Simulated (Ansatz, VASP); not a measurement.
WS2 in VASP and in Ansatz

INCAR

```
SYSTEM = WS2
PREC = Accurate ; ENCUT = 520
EDIFF = 1E-6 ; ISMEAR = 0
SIGMA = 0.05 ; LREAL = .False.
LASPH = .True. ; NELM = 60
ALGO = Normal ; ISIF = 2
LWAVE = .False. ; LCHARG = .False.
LDIPOL = .True. ; IDIPOL = 3
DIPOL = 0.5 0.5 0.401 ; GGA = PE
IVDW = 12 ; NBANDS = 35
```

File KPOINTS:

```
regular mesh
0
Gamma
  9 9 1
  0 0 0
```

File POSCAR:

```
WS2
1.0
    3.1595457497      0.0000000000      0.0000000000
   -1.5797728749      2.7362468836      0.0000000000
    0.0000000000      0.0000000000     23.8042575719
S W
4 2
Direct
    0.3333333333      0.6666666667      0.1890418126
    0.3333333333      0.6666666667      0.3214605103
    0.5000000000      1.0000000000      0.4806757258
    0.5000000000      1.0000000000      0.6130944235
    0.6666666667      0.3333333333      0.2552511581
    0.1666666667      1.3333333333      0.5468850713
```

Input for Ansatz:

```yaml
crystal:
  lattice:
    - [3.1595457497, 0.0, 0.0]
    - [-1.5797728749, 2.7362468836, 0.0]
    - [0.0, 0.0, 23.8042575719]
  atoms:
    - { symbol: S, position: [0.3333333333, 0.6666666667, 0.1890418126] }
    - { symbol: W, position: [0.6666666667, 0.3333333333, 0.2552511581] }
    - { symbol: S, position: [0.3333333333, 0.6666666667, 0.3214605103] }
    - { symbol: S, position: [0.5, 1.0, 0.4806757258] }
    - { symbol: W, position: [0.1666666667, 1.3333333333, 0.5468850713] }
    - { symbol: S, position: [0.5, 1.0, 0.6130944235] }
basis:
  ecutwfc: 420
kpoints:
  mp_grid: { grid: [9, 9, 1] }
hamiltonian:
  xc: pbe
  pseudopotentials: { kind: paw, azcp: { folder: soft_1 } }
  dispersion: d3bj
scf:
  occupations: { method: gaussian, width: 0.05 }
output:
  forces: true
  eigenvalues: true
efield:
  axis: 3
  dipole_correction: true
  ramp_width: 0.04
```

Alike in both runs: task single point; functional PBE; dispersion D3(BJ); k mesh 9 × 9 × 1; occupations gaussian, width 0.05 eV; no spin polarisation.

|  | VASP | Ansatz |
| --- | --- | --- |
| version | VASP 6.6.1 | Ansatz 0.2.0 |
| potentials or method | VASP PAW PBE potentials, release 64 (S, W_sv), cutoff 520 eV | scalar-relativistic, plane waves, PAW |
| valence electrons in the cell | 52 | 52 |

|  | VASP | Ansatz | Ansatz less VASP |
| --- | --- | --- | --- |
| gap on the k mesh at the Fermi level (eV) | 1.85 | 1.84 | -0.013 |
| least direct gap on the mesh (eV) | 1.91 | 1.91 | -0.003 |
| rms of the force components (eV/Å) | 0.024 | 0.023 | -0.0006 |

Neither program's run includes spin-orbit coupling.
